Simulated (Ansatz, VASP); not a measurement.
**One calculation of HfN, two programs**

The input POSCAR:

```
HfN
1.0
    3.4332100000      0.0000000000      0.0000000000
   -1.7166000000      2.9732400000      0.0000000000
    0.0000000000      0.0000000000      3.9698200000
Hf N
1 1
Direct
    0.0000000000      0.0000000000      0.5000000000
    0.0000000000      0.0000000000      0.0000000000
```

File INCAR.step1:

```
SYSTEM = HfN
PREC = Accurate
ENCUT = 520
EDIFF = 1E-5
ISMEAR = -1
SIGMA = 0.05
LREAL = .FALSE.
LASPH = .TRUE.
NELM = 100
ALGO = Normal
ISIF = 2
LWAVE = .TRUE.
LCHARG = .FALSE.
NBANDS = 14
GGA = PE
```

INCAR.step2

```
SYSTEM = HfN
PREC = Accurate
ENCUT = 520
EDIFF = 1E-7
ISMEAR = -1
SIGMA = 0.05
LREAL = .FALSE.
LASPH = .TRUE.
NELM = 100
ALGO = Normal
ISIF = 2
LWAVE = .FALSE.
LCHARG = .FALSE.
GGA = PE
LHFCALC = .TRUE.
AEXX = 1.0
ALDAC = 0.0
AGGAC = 0.0
PRECFOCK = Normal
NBANDS = 14
ISTART = 1
```

KPOINTS

```
regular mesh
0
G
  5 5 4
  0 0 0
```

The input input.yaml:

```yaml
crystal:
  lattice:
    - [3.43321, 0.0, 0.0]
    - [-1.7166, 2.97324, 0.0]
    - [0.0, 0.0, 3.96982]
  atoms:
    - { symbol: Hf, position: [0.0, 0.0, 0.5] }
    - { symbol: "N", position: [0.0, 0.0, 0.0] }
hamiltonian:
  xc: hf
  pseudopotentials: { kind: paw }
kpoints:
  mp_grid: { grid: [5, 5, 4] }
scf:
  occupations: { method: fermi_dirac, width: 0.05 }
output:
  forces: true
  stress: true
  eigenvalues: true
```

Alike in both runs: task single point; functional HF; k mesh 5 × 5 × 4; occupations fermi-dirac, width 0.05 eV; no spin polarisation.

|  | VASP | Ansatz |
| --- | --- | --- |
| version | VASP 6.6.1 | Ansatz 0.2.0 |
| potentials or method | VASP PAW PBE potentials, release 64 (Hf_pv, N) | Ansatz PAW |
| plane-wave cutoff (eV) | 520 | 420 |
| valence electrons in the cell | 15 | 31 |

```tsv
	VASP	Ansatz	Ansatz less VASP
gap on the k mesh at the Fermi level (eV)	none	none	-
pressure (GPa)	-0.6	3.8	+4.39
traceless stress, the component that is largest in VASP (GPa)	-27.13	-25.97	+1.160
```

VASP's potentials were made for PBE, not for HF. A gap of «none» marks a metal or a gap that the smearing closes. One of these differences is far larger than is usual between the two programs; its cause wasn't traced. The functional is the same, so the differences come from potentials, cutoffs and numerics. VASP's potentials hold 15 valence electrons a cell and Ansatz's 31, so a difference there can come from the potentials and not from the codes.

The k mesh is coarse, so the values compare programs but aren't converged. Spin-orbit coupling is off throughout.
